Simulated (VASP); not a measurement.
# InAs (F-43m) in VASP: single point with HSE06

Aim: the single point of InAs with HSE06.

All numbers are computed with VASP 6.6.1; they aren't measurements. Logs are shortened: lines on timing, memory, paths and dates and some standing lists are left out, and cuts for length are marked.

**1. The cell of the first run**

It takes space group F-43m (No. 216, cubic). Conventional cell: a = 5.818 Å, b = 5.818 Å, c = 5.818 Å, α = 90.00°, β = 90.00°, γ = 90.00°. In (site symmetry -43m) has 4 As at 2.52 Å within 3.3 Å. As (site symmetry -43m) has 4 In at 2.52 Å within 3.3 Å.

**2. Single point, HSE06 (strain -4.8%)**

The input, POSCAR:

```
InAs
1.0
    0.0000000000      2.9088865003      2.9088865003
    2.9088865003      0.0000000000      2.9088865003
    2.9088865003      2.9088865003      0.0000000000
In As
1 1
Direct
    0.0000000000      0.0000000000      0.0000000000
    0.2500000000      0.2500000000      0.2500000000
```

The input, INCAR.step1:

```
ALGO = Normal
EDIFF = 1E-5
ENCUT = 520
GGA = PE
ISIF = 2
ISMEAR = 0
LASPH = T
LCHARG = F
LREAL = F
LWAVE = T
NBANDS = 16
NELM = 60
PREC = Accurate
SIGMA = 0.01
```

The input, INCAR.step2:

```
ALGO = Normal
EDIFF = 1E-6
ENCUT = 520
GGA = PE
HFSCREEN = 0.2079
ISIF = 2
ISMEAR = 0
ISTART = 1
LASPH = T
LCHARG = F
LHFCALC = T
LREAL = F
LWAVE = F
NBANDS = 16
NELM = 60
PREC = Accurate
PRECFOCK = Normal
SIGMA = 0.01
```

The input, KPOINTS:

```
k-points
0
Gamma
  6 6 6
```

Potentials or basis: VASP PAW PBE potentials, release 64 (In_d, As).

Started as:

```sh
$ cat potpaw_PBE.64/In_d/POTCAR potpaw_PBE.64/As/POTCAR > POTCAR
$ cp INCAR.step1 INCAR
$ mpirun -np 1 vasp_std > vasp.out
$ cp INCAR.step2 INCAR
$ mpirun -np 1 vasp_std > vasp.out
```

OUTCAR:

```text
EDIFF = 1E-6
   ENCUT = 520
   GGA = PE
   HFSCREEN = 0.2079
   ISIF = 2
   ISMEAR = 0
   ISTART = 1
   LASPH = T
   LHFCALC = T
   LREAL = F
   NELM = 60
   PREC = Accurate
   PRECFOCK = Normal

 ion  position               nearest neighbor table
   1  0.000  0.000  0.000-   2 2.52   2 2.52   2 2.52   2 2.52
   2  0.250  0.250  0.250-   1 2.52   1 2.52   1 2.52   1 2.52

  LATTYP: Found a face centered cubic cell.
 ALAT       =     5.8177730006

  Lattice vectors:

 A1 = (   0.0000000000,   2.9088865003,   2.9088865003)
 A2 = (   2.9088865003,   0.0000000000,   2.9088865003)
 A3 = (   2.9088865003,   2.9088865003,   0.0000000000)

Analysis of symmetry for initial positions (statically):
=====================================================================
 Subroutine PRICEL returns:
 Original cell was already a primitive cell.

 Routine SETGRP: Setting up the symmetry group for a
 face centered cubic supercell.

 Subroutine GETGRP returns: Found 24 space group operations
 (whereof 24 operations were pure point group operations)
 out of a pool of 48 trial point group operations.

The static configuration has the point symmetry T_d .

Analysis of symmetry for dynamics (positions and initial velocities):
=====================================================================
 Subroutine PRICEL returns:
 Original cell was already a primitive cell.

 Routine SETGRP: Setting up the symmetry group for a
 face centered cubic supercell.

 Subroutine GETGRP returns: Found 24 space group operations
 (whereof 24 operations were pure point group operations)
 out of a pool of 48 trial point group operations.

The dynamic configuration has the point symmetry T_d .

 Subroutine INISYM returns: Found 24 space group operations
 (whereof 24 operations are pure point group operations),
 and found     1 'primitive' translations

----------------------------------------------------------------------------------------

                                     Primitive cell

  volume of cell :      49.2278

  direct lattice vectors                    reciprocal lattice vectors
[... 80 lines left out ...]
   EDIFFG = 0.1E-04   stopping-criterion for IOM
   NSW    =      0    number of steps for IOM
   IBRION =     -1    ionic relax: 0-MD 1-quasi-New 2-CG
   NFREE  =      0    steps in history (QN), initial steepest desc. (CG)
   ISIF   =      2    stress and relaxation
   ISYM   =      3    0-nonsym 1-usesym 2-fastsym
   POTIM  = 0.5000    time-step for ionic-motion
   TEBEG  =    0.0;   TEEND  =   0.0 temperature during run
   PSTRESS=    0.0 pullay stress
   NELECT =      18.0000    total number of electrons
   NUPDOWN=      -1.0000    fix difference up-down
   EMIN   =  10.00;   EMAX   =-10.00  energy-range for DOS
   EFERMI =   0.00;   METHOD = LEGACY
   ISMEAR =     0;   SIGMA  =   0.01  broadening in eV -4-tet -1-fermi 0-gaus
   EFERMI_NEDOS =   21; number of points for ismear=-14 and -15
   IALGO  =     38    algorithm
   IMIX   =      1    mixing-type and parameters
     AMIX     =   0.40;   BMIX     =  1.00
     AMIX_MAG =   1.60;   BMIX_MAG =  1.00
  volume/ion in A,a.u.               =      24.61       166.10
  Fermi-wavevector in a.u.,A,eV,Ry     =   1.170655  2.212217 18.645872  1.370433
  Thomas-Fermi vector in A             =   2.307110
   LORBIT       =      0    0 simple, 1 ext, 2 COOP (PROOUT), +10 PAW based schemes
   GGA     = PE    functional components
   LHFCALC =     T    Hartree Fock is set to
   PRECFOCK=normal    Normal, Fast or Accurate (Low or Medium for compatibility)
   ENCUT4O =  -1.0   cutoff for four orbital integrals eV
   NKREDX  =     1    reduce k-point grid by
   NKREDY  =     1    reduce k-point grid by
   NKREDZ  =     1    reduce k-point grid by
   AEXX    =    0.2500 exact exchange contribution
   HFSCREEN=    0.2079 screening length (either q_TF or 0.3 A-1)
   HFSCREENC=   0.2079 screening length for correlation (either q_TF or 0.3 A-1)
   ENCUTFOCK=  -1.0 apply spherical cutoff to Coloumb kernel
   IVDW    =     0    specifies the selected vdW correction
   LEPSILON=     F    determine dielectric tensor
   LRPA    =     F    only Hartree local field effects (RPA)
 non-spin polarized calculation
 Gauss-broadening in eV      SIGMA  =   0.01
  energy-cutoff  :      520.00
  volume of cell :       49.23
 maximum number of plane-waves:      1363
 NGX is ok and might be reduce to    32
  NGX = 24; NGY = 24; NGZ = 24

 number of electron      17.9999997 magnetization

 Free energy of the ion-electron system (eV)
  ---------------------------------------------------
  ext. energy  EPLUGINS =         0.00000000
  ---------------------------------------------------
  free energy    TOTEN  =        -8.97186394 eV

  energy without entropy =       -8.97186394  energy(sigma->0) =       -8.97186394

 E-fermi :   5.4189     XC(G=0):  -7.9885

 val. band max:        5.3432700348   @ k =   0.0000   0.0000   0.0000
 cond. band min:       6.5661350364   @ k =   0.0000   0.0000   0.0000
 fundamental gap:      1.2228650016
 Fermi energy:         5.4188758994

 k-point     1 :       0.0000    0.0000    0.0000
  band No.  band energies     occupation
      1     -11.0398      2.00000
      2     -11.0398      2.00000
      3     -11.0398      2.00000
      4     -10.8484      2.00000
      5     -10.8484      2.00000
      6      -8.5662      2.00000
[... 281 lines left out ...]
      3     -10.9277      2.00000
      4     -10.8833      2.00000
      5     -10.8303      2.00000
      6      -5.7230      2.00000
[... 8 lines left out ...]
     15      18.8192      0.00000
     16      18.8997      0.00000

------------------------ aborting loop because EDIFF is reached ----------------------------------------

  FORCE on cell =-STRESS in cart. coord.  units (eV):
  Direction    XX          YY          ZZ          XY          YZ          ZX
  --------------------------------------------------------------------------------------
  -------------------------------------------------------------------------------------
  Total        3.5750175      3.5750175      3.5750175     -0.0000000     -0.0000000      0.0000000
  in kB      116.3532248    116.3532248    116.3532248     -0.0000000     -0.0000000      0.0000000
  external PRESSURE =     116.3532248 kB  Pullay stress =       0.0000000 kB

 VOLUME and BASIS-vectors are now :
 -----------------------------------------------------------------------------
  energy-cutoff  :      520.00
  volume of cell :       49.23
      direct lattice vectors                 reciprocal lattice vectors
     0.000000000  2.908886500  2.908886500    -0.171887078  0.171887078  0.171887078
     2.908886500  0.000000000  2.908886500     0.171887078 -0.171887078  0.171887078
     2.908886500  2.908886500  0.000000000     0.171887078  0.171887078 -0.171887078

 POSITION                                       TOTAL-FORCE (eV/Angst)
 -----------------------------------------------------------------------------------
      0.00000      0.00000      0.00000        -0.000000     -0.000000     -0.000000
      1.45444      1.45444      1.45444         0.000000      0.000000      0.000000
 -----------------------------------------------------------------------------------
    total drift:                                0.000037      0.000040      0.000023

  FREE ENERGIE OF THE ION-ELECTRON SYSTEM (eV)
  ---------------------------------------------------
  free  energy   TOTEN  =        -8.9718639416 eV

  energy  without entropy=       -8.9718639416  energy(sigma->0) =       -8.97186394
```

OUTCAR.step1:

```text
EDIFF = 1E-5
   ENCUT = 520
   GGA = PE
   ISIF = 2
   ISMEAR = 0
[... 515 lines left out ...]
 -----------------------------------------------------------------------------------
      0.00000      0.00000      0.00000         0.000000      0.000000     -0.000000
      1.45444      1.45444      1.45444        -0.000000     -0.000000      0.000000
 -----------------------------------------------------------------------------------
    total drift:                                0.000000      0.000000      0.000000

  FREE ENERGIE OF THE ION-ELECTRON SYSTEM (eV)
  ---------------------------------------------------
  free  energy   TOTEN  =        -7.3318566401 eV

  energy  without entropy=       -7.3318566401  energy(sigma->0) =       -7.33185664
```

OSZICAR.step1:

```text
N       E                     dE             d eps       ncg     rms          rms(c)
DAV:   1     0.116089169265E+03    0.11609E+03   -0.83207E+03   520   0.124E+03
DAV:   2     0.229585205676E+00   -0.11586E+03   -0.11020E+03   536   0.303E+02
DAV:   3    -0.746574892379E+01   -0.76953E+01   -0.76529E+01   640   0.762E+01
DAV:   4    -0.765053054660E+01   -0.18478E+00   -0.18474E+00   640   0.126E+01
DAV:   5    -0.765883551098E+01   -0.83050E-02   -0.83047E-02   768   0.227E+00    0.558E+00
DAV:   6    -0.736882153541E+01    0.29001E+00   -0.38226E-01   776   0.117E+01    0.310E+00
DAV:   7    -0.733027241728E+01    0.38549E-01   -0.15008E-01   768   0.394E+00    0.752E-01
DAV:   8    -0.733105675823E+01   -0.78434E-03   -0.18769E-02   624   0.161E+00    0.302E-01
DAV:   9    -0.733159228135E+01   -0.53552E-03   -0.11366E-03   624   0.252E-01    0.176E-01
DAV:  10    -0.733181018265E+01   -0.21790E-03   -0.32321E-04   640   0.312E-01    0.791E-02
DAV:  11    -0.733185833002E+01   -0.48147E-04   -0.11767E-04   584   0.169E-01    0.343E-02
DAV:  12    -0.733185664010E+01    0.16899E-05   -0.91875E-06   456   0.510E-02
   1 F= -.73318566E+01 E0= -.73318566E+01  d E =-.141070E-13
```

Run time: 22 min. Hardware: 1 thread of Intel Xeon 6975P-C (Granite Rapids), shared host; peak memory 0.3 GiB.

What came out:

* Free energy: -8.9719 eV
* Pressure: 11.6 GPa
* Band gap on the k mesh: 1.22 eV, direct

Levels at points of the mesh, in eV from the valence-band top:
```csv
k point,band 7,band 8,band 9,band 10,band 11,band 12
"(0.00, 0.00, 0.00)",0.00,0.00,0.00,1.22,4.72,4.72
"(0.50, 0.00, 0.00)",-6.96,-1.27,-1.27,1.97,5.52,5.52
"(0.50, 0.50, 0.00)",-6.90,-2.98,-2.98,1.91,2.72,11.19
```

Caveat: the cell differs from its parent crystal (strain -4.8%); the PAW data sets were made with another functional, which shifts forces and pressure a little; spin-orbit coupling is left out, which moves the levels of the heavy elements.
